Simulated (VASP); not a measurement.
# InAs (P6_3/mmc) in VASP: further runs, part 2 of 2

VASP 6.6.1.

**3. Single point, PBEsol+D3(BJ)**

The input, INCAR:

```
SYSTEM = InAs
PREC = Accurate
ENCUT = 500
EDIFF = 1E-6
ISMEAR = -1
SIGMA = 0.02
LREAL = .FALSE.
LASPH = .TRUE.
NELM = 120
ALGO = Normal
ISIF = 2
LWAVE = .FALSE.
LCHARG = .FALSE.
GGA = PS
IVDW = 12
NBANDS = 26
GGA_COMPAT = .FALSE.
```

The input, KPOINTS:

```
Automatic mesh
0
G
  6 6 4
  0 0 0
```

The input, POSCAR:

```
InAs
1.0
    3.9653011097      0.0000000000      0.0000000000
   -1.9826505549      3.4340514946      0.0000000000
    0.0000000000      0.0000000000      6.8488974507
In As
2 2
Direct
    0.0000000000      0.0000000000      0.0000000000
    0.0000000000      0.0000000000      0.5000000000
    0.3333333333      0.6666666667      0.2500000000
    0.6666666667      0.3333333333      0.7500000000
```

Potentials or basis: VASP PAW PBE potentials, release 64 (In_d, As).

Launch:

```
$ cat potpaw_PBE.64/In_d/POTCAR potpaw_PBE.64/As/POTCAR > POTCAR
$ mpirun -np 1 vasp_std > vasp.out
```

OUTCAR:

```text
SYSTEM = InAs
   PREC = Accurate
   ENCUT = 500
   EDIFF = 1E-6
   ISMEAR = -1
   LREAL = .FALSE.
   LASPH = .TRUE.
   NELM = 120
   ISIF = 2
   GGA = PS
   IVDW = 12
 IVDW          = 12

 ion  position               nearest neighbor table
   1  0.000  0.000  0.000-   3 2.86   4 2.86   3 2.86   4 2.86   4 2.86   3 2.86   2 3.42   2 3.42

   2  0.000  0.000  0.500-   3 2.86   4 2.86   3 2.86   4 2.86   4 2.86   3 2.86   1 3.42   1 3.42

   3  0.333  0.667  0.250-   1 2.86   2 2.86   1 2.86   2 2.86   1 2.86   2 2.86
   4  0.667  0.333  0.750-   1 2.86   2 2.86   1 2.86   2 2.86   1 2.86   2 2.86

  LATTYP: Found a hexagonal cell.
 ALAT       =     3.9653011097
 C/A-ratio  =     1.7272074078

  Lattice vectors:

 A1 = (   3.9653011097,   0.0000000000,   0.0000000000)
 A2 = (  -1.9826505549,   3.4340514946,   0.0000000000)
 A3 = (   0.0000000000,   0.0000000000,   6.8488974507)

Analysis of symmetry for initial positions (statically):
=====================================================================
 Subroutine PRICEL returns:
 Original cell was already a primitive cell.

 Routine SETGRP: Setting up the symmetry group for a
 hexagonal supercell.

 Subroutine GETGRP returns: Found 24 space group operations
 (whereof 12 operations were pure point group operations)
 out of a pool of 24 trial point group operations.

The static configuration has the point symmetry D_3d.
 The point group associated with its full space group is D_6h.

Analysis of symmetry for dynamics (positions and initial velocities):
=====================================================================
 Subroutine PRICEL returns:
 Original cell was already a primitive cell.

 Routine SETGRP: Setting up the symmetry group for a
 hexagonal supercell.

 Subroutine GETGRP returns: Found 24 space group operations
 (whereof 12 operations were pure point group operations)
 out of a pool of 24 trial point group operations.

The dynamic configuration has the point symmetry D_3d.
 The point group associated with its full space group is D_6h.

 Subroutine INISYM returns: Found 24 space group operations
 (whereof 12 operations are pure point group operations),
 and found     1 'primitive' translations

----------------------------------------------------------------------------------------

                                     Primitive cell

  volume of cell :      93.2618

  direct lattice vectors                    reciprocal lattice vectors
     3.965301110  0.000000000  0.000000000     0.252187658  0.145600612  0.000000000
    -1.982650555  3.434051495  0.000000000     0.000000000  0.291201224  0.000000000
     0.000000000  0.000000000  6.848897451     0.000000000  0.000000000  0.146008902

  length of vectors
     3.965301110  3.965301110  6.848897451     0.291201224  0.291201224  0.146008902

  position of ions in fractional coordinates (direct lattice)
     0.000000000  0.000000000  0.000000000
     0.000000000  0.000000000  0.500000000
     0.333333333  0.666666667  0.250000000
     0.666666667  0.333333333  0.750000000

  ion indices of the primitive-cell ions
   primitive index   ion index
                 1           1
                 2           2
                 3           3
                 4           4

----------------------------------------------------------------------------------------

 KPOINTS: Automatic mesh

Automatic generation of k-mesh.
[... 23 lines left out ...]
  0.000000  0.000000  0.000000      1.000000
  0.166667 -0.000000  0.000000      6.000000
  0.333333 -0.000000  0.000000      6.000000
  0.500000  0.000000  0.000000      3.000000
  0.166667  0.166667  0.000000      6.000000
  0.333333  0.166667  0.000000     12.000000
[... 13 lines left out ...]
  0.333333  0.166667  0.500000     12.000000
  0.333333  0.333333  0.500000      2.000000
   k-points           NKPTS =     21   k-points in BZ     NKDIM =     21   number of bands    NBANDS=     26
   number of dos      NEDOS =    301   number of ions     NIONS =      4
   total plane-waves  NPLWV =  45000
   dimension x,y,z NGX =    30 NGY =   30 NGZ =   50
   dimension x,y,z NGXF=    60 NGYF=   60 NGZF=  100
   ions per type =               2   2
   NGX,Y,Z   is equivalent  to a cutoff of  12.58, 12.58, 12.14 a.u.
   NGXF,Y,Z  is equivalent  to a cutoff of  25.16, 25.16, 24.27 a.u.
 SYSTEM =  InAs
   PREC   = accura    normal or accurate (medium, high low for compatibility)
   ISTART =      0    job   : 0-new  1-cont  2-samecut
   ICHARG =      2    charge: 1-file 2-atom 10-const
   ISPIN  =      1    spin polarized calculation?
   LNONCOLLINEAR =      F non collinear calculations
   LSORBIT =      F    spin-orbit coupling
   LASPH  =      T    aspherical Exc in radial PAW
   ENCUT  =  500.0 eV  36.75 Ry    6.06 a.u.   7.23  7.23 12.49*2*pi/ulx,y,z
   NELM   =    120;   NELMIN=  2; NELMDL= -5     # of ELM steps
   EDIFF  = 0.1E-05   stopping-criterion for ELM
   LREAL  =      F    real-space projection
   EDIFFG = 0.1E-04   stopping-criterion for IOM
   NSW    =      0    number of steps for IOM
   IBRION =     -1    ionic relax: 0-MD 1-quasi-New 2-CG
   NFREE  =      0    steps in history (QN), initial steepest desc. (CG)
   ISIF   =      2    stress and relaxation
   ISYM   =      2    0-nonsym 1-usesym 2-fastsym
   POTIM  = 0.5000    time-step for ionic-motion
   TEBEG  =    0.0;   TEEND  =   0.0 temperature during run
   PSTRESS=    0.0 pullay stress
   NELECT =      36.0000    total number of electrons
   NUPDOWN=      -1.0000    fix difference up-down
   EMIN   =  10.00;   EMAX   =-10.00  energy-range for DOS
   EFERMI =   0.00;   METHOD = LEGACY
   ISMEAR =    -1;   SIGMA  =   0.02  broadening in eV -4-tet -1-fermi 0-gaus
   EFERMI_NEDOS =   21; number of points for ismear=-14 and -15
   IALGO  =     38    algorithm
   IMIX   =      4    mixing-type and parameters
     AMIX     =   0.40;   BMIX     =  1.00
     AMIX_MAG =   1.60;   BMIX_MAG =  1.00
  volume/ion in A,a.u.               =      23.32       157.34
  Fermi-wavevector in a.u.,A,eV,Ry     =   1.191995  2.252544 19.331868  1.420852
  Thomas-Fermi vector in A             =   2.328044
   LORBIT       =      0    0 simple, 1 ext, 2 COOP (PROOUT), +10 PAW based schemes
   GGA     = PS    functional components
   LHFCALC =     F    Hartree Fock is set to
   AEXX    =    0.0000 exact exchange contribution
   IVDW    =    12    specifies the selected vdW correction
   LEPSILON=     F    determine dielectric tensor
   LRPA    =     F    only Hartree local field effects (RPA)
 non-spin polarized calculation
  energy-cutoff  :      500.00
  volume of cell :       93.26
 maximum number of plane-waves:      2400
 NGX is ok and might be reduce to    30
   NGX = 15   NGY = 15   NGZ = 25

 number of electron      35.9999973 magnetization

 Free energy of the ion-electron system (eV)
  ---------------------------------------------------
  ext. energy  EPLUGINS =         0.00000000
  ---------------------------------------------------
  free energy    TOTEN  =       -16.24860066 eV

  energy without entropy =      -16.24573313  energy(sigma->0) =      -16.24716690

 E-fermi :   6.0093     XC(G=0): -10.3317

 val. band max:        6.0059912295   @ k =   0.3333  -0.0000   0.2500
 cond. band min:       6.1677339794   @ k =   0.0000   0.0000   0.5000
 fundamental gap:      0.1617427499
 Fermi energy:         6.0093400637

 k-point     1 :       0.0000    0.0000    0.0000
  band No.  band energies     occupation
      1      -8.3567      2.00000
      2      -8.2891      2.00000
      3      -8.2891      2.00000
      4      -8.2072      2.00000
      5      -8.2072      2.00000
      6      -8.1943      2.00000
[... 598 lines left out ...]
     25      14.2832      0.00000
     26      14.2832      0.00000

------------------------ aborting loop because EDIFF is reached ----------------------------------------

 Edisp (eV)   -1.48888

 E8    (eV) :    -1.0221

  FORCE on cell =-STRESS in cart. coord.  units (eV):
  Direction    XX          YY          ZZ          XY          YZ          ZX
  --------------------------------------------------------------------------------------
  -------------------------------------------------------------------------------------
  Total      -2.31832    -2.31832    -1.70551     0.00000     0.00000    -0.00000
  in kB     -39.82730   -39.82730   -29.29960     0.00000     0.00000    -0.00000
  external pressure =      -36.32 kB  Pullay stress =        0.00 kB

 VOLUME and BASIS-vectors are now :
 -----------------------------------------------------------------------------
  energy-cutoff  :      500.00
  volume of cell :       93.26
      direct lattice vectors                 reciprocal lattice vectors
     3.965301110  0.000000000  0.000000000     0.252187658  0.145600612  0.000000000
    -1.982650555  3.434051495  0.000000000     0.000000000  0.291201224  0.000000000
     0.000000000  0.000000000  6.848897451     0.000000000  0.000000000  0.146008902

 POSITION                                       TOTAL-FORCE (eV/Angst)
 -----------------------------------------------------------------------------------
      0.00000      0.00000      0.00000         0.000000      0.000000     -0.000000
      0.00000      0.00000      3.42445        -0.000000      0.000000     -0.000000
     -0.00000      2.28937      1.71222         0.000000     -0.000000      0.000000
      1.98265      1.14468      5.13667        -0.000000      0.000000     -0.000000
 -----------------------------------------------------------------------------------
    total drift:                                0.000000      0.000000      0.000000

  FREE ENERGIE OF THE ION-ELECTRON SYSTEM (eV)
  ---------------------------------------------------
  free  energy   TOTEN  =       -17.7374834682 eV

  energy  without entropy=      -17.7346159418  energy(sigma->0) =      -17.73604970
```

stdout:

```text
POSCAR found type information on POSCAR InAs
 POSCAR found :  2 types and       4 ions
 scaLAPACK will be used
 -----------------------------------------------------------------------------
|                                                                             |
|                                                                             |
|     You enforced a specific xc type in the INCAR file but a different       |
|     I HOPE YOU KNOW WHAT YOU ARE DOING!                                     |
|                                                                             |
 -----------------------------------------------------------------------------

 LDA part: xc-table for (Slater+PW92), standard interpolation
 POSCAR, INCAR and KPOINTS ok, starting setup
 FFT: planning ... GRIDC
 FFT: planning ... GRID_SOFT
 FFT: planning ... GRID
 WAVECAR not read
 entering main loop
```

Wall time 23 s (1 thread of Intel Xeon 6975P-C (Granite Rapids), shared host); peak memory 0.22 GiB.

Results:

| Property | Result |
| --- | --- |
| Free energy | -17.7375 eV |
| Pressure | -3.6 GPa |
| Band gap on the k mesh | zero (band 18 reaches 6.53 eV, above the bottom of band 19 at 3.50 eV) |
| Dispersion energy per atom | -0.372 eV |

Stress tensor (GPa, compression positive):
```
-3.98  0.00  0.00
 0.00 -3.98  0.00
 0.00  0.00 -2.93
```

Levels at points of the mesh, in eV from the Fermi level:
```csv
k point,band 16,band 17,band 18,band 19,band 20,band 21
"(0.00, 0.00, 0.00)",-0.16,-0.16,0.42,0.42,2.16,4.88
"(0.50, 0.00, 0.00)",-3.59,-2.08,0.22,1.26,1.90,2.16
"(0.00, 0.00, 0.50)",0.16,0.16,0.16,1.92,1.92,4.83
"(0.50, 0.00, 0.50)",-1.72,-1.24,-1.24,-0.15,-0.15,3.66
```

Caveat: the PAW data sets were made with another functional, which shifts forces and pressure a little; spin-orbit coupling is left out, which moves the levels of the heavy elements; pairwise dispersion overbinds metals, which lowers pressure and volume.

**4. Single point, PBEsol**

The input, INCAR:

```
PREC     = Accurate       # precision mode
ENCUT    = 500            # plane-wave cutoff, eV
EDIFF    = 1E-6           # SCF threshold, eV
ISMEAR   = -1             # smearing method
SIGMA    = 0.02           # smearing width, eV
LREAL    = False          # projectors in reciprocal space
LASPH    = True           # aspherical terms in the spheres
NELM     = 120            # most SCF steps
ALGO     = Normal         # electronic algorithm
ISIF     = 2              # what is computed and relaxed
LWAVE    = False          # write WAVECAR
LCHARG   = False          # write CHGCAR
GGA      = PS             # functional
NBANDS   = 26             # bands
GGA_COMPAT= False
```

The input, KPOINTS:

```
regular mesh
0
Gamma
  6 6 4
```

POSCAR is that of step 3.

Launch:

```
$ cat potpaw_PBE.64/In_d/POTCAR potpaw_PBE.64/As/POTCAR > POTCAR
$ mpirun -np 1 vasp_std > vasp.out
```

Run time: 23 s. Hardware: 1 thread of Intel Xeon 6975P-C (Granite Rapids), shared host; peak memory 0.21 GiB.

The run converged. Its results:

* Free energy: -16.2486 eV
* Pressure: -1.0 GPa
* Band gap on the k mesh: zero (band 18 reaches 6.53 eV, above the bottom of band 19 at 3.50 eV)

Stress tensor (GPa, compression positive):
```
-1.41  0.00  0.00
 0.00 -1.41  0.00
 0.00  0.00 -0.31
```

Levels at points of the mesh, in eV from the Fermi level:
| k point | band 15 | band 16 | band 17 | band 18 | band 19 | band 20 | band 21 | band 22 |
| --- | --- | --- | --- | --- | --- | --- | --- | --- |
| (0.00, 0.00, 0.00) | -0.56 | -0.16 | -0.16 | 0.42 | 0.42 | 2.16 | 4.88 | 4.88 |
| (0.50, 0.00, 0.00) | -3.71 | -3.59 | -2.08 | 0.22 | 1.26 | 1.90 | 2.16 | 3.35 |
| (0.00, 0.00, 0.50) | 0.16 | 0.16 | 0.16 | 0.16 | 1.92 | 1.92 | 4.83 | 4.83 |
| (0.50, 0.00, 0.50) | -1.72 | -1.72 | -1.24 | -1.24 | -0.15 | -0.15 | 3.66 | 3.66 |

Caveat: the PAW data sets were made with another functional, which shifts forces and pressure a little; spin-orbit coupling is left out, which moves the levels of the heavy elements.

**5. Single point, PBEsol+D4**

The input, INCAR:

```
SYSTEM = InAs
  ALGO = Normal
  EDIFF = 1E-6
  ENCUT = 500
  GGA = PS
  GGA_COMPAT = .FALSE.
  ISIF = 2
  ISMEAR = -1
  IVDW = 13
  LASPH = .TRUE.
  LCHARG = .FALSE.
  LREAL = .FALSE.
  LWAVE = .FALSE.
  NBANDS = 26
  NELM = 120
  PREC = Accurate
  SIGMA = 0.02
```

The input, KPOINTS:

```
k-points
0
G
  6 6 4
  0 0 0
```

POSCAR is that of step 4.

Launch:

```
$ cat potpaw_PBE.64/In_d/POTCAR potpaw_PBE.64/As/POTCAR > POTCAR
$ mpirun -np 1 vasp_std > vasp.out
```

Wall time 23 s (1 thread of Intel Xeon 6975P-C (Granite Rapids), shared host); peak memory 0.21 GiB.

The run converged. Its results:

```
Free energy                : -17.1972 eV
Pressure                   : -2.6 GPa
Band gap on the k mesh     : zero (band 18 reaches 6.53 eV, above the bottom of band 19 at 3.50 eV)
Dispersion energy per atom : -0.237 eV
```

Stress tensor (GPa, compression positive):
```
-2.95  0.00  0.00
 0.00 -2.95  0.00
 0.00  0.00 -1.88
```

Levels at points of the mesh, in eV from the Fermi level:
```csv
k point,band 16,band 17,band 18,band 19,band 20,band 21
"(0.00, 0.00, 0.00)",-0.16,-0.16,0.42,0.42,2.16,4.88
"(0.50, 0.00, 0.00)",-3.59,-2.08,0.22,1.26,1.90,2.16
"(0.00, 0.00, 0.50)",0.16,0.16,0.16,1.92,1.92,4.83
"(0.50, 0.00, 0.50)",-1.72,-1.24,-1.24,-0.15,-0.15,3.66
```

Caveat: the PAW data sets were made with another functional, which shifts forces and pressure a little; spin-orbit coupling is left out, which moves the levels of the heavy elements; pairwise dispersion overbinds metals, which lowers pressure and volume.

**6. The runs side by side**

| level | gap on the mesh (eV) | pressure (GPa) |
| --- | --- | --- |
| PBEsol | none | -1.0 |
| PBEsol+D3(BJ) | none | -3.6 |
| PBEsol+D4 | none | -2.6 |

Alike in all rows: task single point; potentials or basis VASP PAW PBE potentials, release 64 (In_d, As); no spin polarisation; cell as given; k mesh 6 × 6 × 4; cutoff (eV) 500; smearing fermi-dirac 0.02 eV.

Every run on the cell as given and a fine mesh finds a metal. The pressure there spans -3.6 GPa (PBEsol+D3(BJ)) to -1.0 GPa (PBEsol); a positive pressure means that this level wants a larger cell, a negative one a smaller.

Caveats: the PAW data sets were made with another functional, which shifts forces and pressure a little; spin-orbit coupling is left out, which moves the levels of the heavy elements; pairwise dispersion overbinds metals, which lowers pressure and volume (some runs).

Total energies depend on the potentials used, so only differences within one code and one set of settings carry meaning.
